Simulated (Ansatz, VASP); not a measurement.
# One calculation of Ge2Sb2Te5, two programs

```
Ge Sb Te
1.0
     4.46300    0.00000    0.00000
    -2.23150    3.86507    0.00000
     0.00000    0.00000   17.48370
Ge Sb Te
2 2 5
Direct
  0.00000 0.00000 0.33147
  0.00000 0.00000 0.66853
  0.33333 0.66667 0.11216
  0.66667 0.33333 0.88784
  0.00000 0.00000 0.00000
  0.33333 0.66667 0.79136
  0.66667 0.33333 0.20864
  0.33333 0.66667 0.40975
  0.66667 0.33333 0.59025
```

Alike in both runs: task single point; functional PBE; k mesh 9 × 9 × 2; occupations gaussian, width 0.03 eV; no spin polarisation.

|  | VASP | Ansatz |
| --- | --- | --- |
| version | VASP 6.6.1 | Ansatz 0.2.0 |
| potentials or method | VASP PAW PBE potentials, release 64 (Ge_d, Sb, Te), cutoff 520 eV | scalar-relativistic, plane waves, PAW |
| valence electrons in the cell | 68 | 138 |

|  | VASP | Ansatz | Ansatz less VASP |
| --- | --- | --- | --- |
| gap on the k mesh at the Fermi level (eV) | 0.19 | 0.19 | -0.003 |
| least direct gap on the mesh (eV) | 0.22 | 0.22 | -0.003 |
| pressure (GPa) | -2.4 | -2.4 | +0.02 |
| traceless stress, the component that is largest in VASP (GPa) | 1.61 | 1.62 | +0.012 |
| rms of the force components (eV/Å) | 0.067 | 0.071 | +0.0039 |

Atom by atom the forces differ by 0.005 eV/Å (rms over components). With one functional, cell and mesh, what is left measures potentials, basis and numerics. VASP's potentials hold 68 valence electrons a cell and Ansatz's 138, so a difference there can come from the potentials and not from the codes.

Spin-orbit coupling is off throughout.
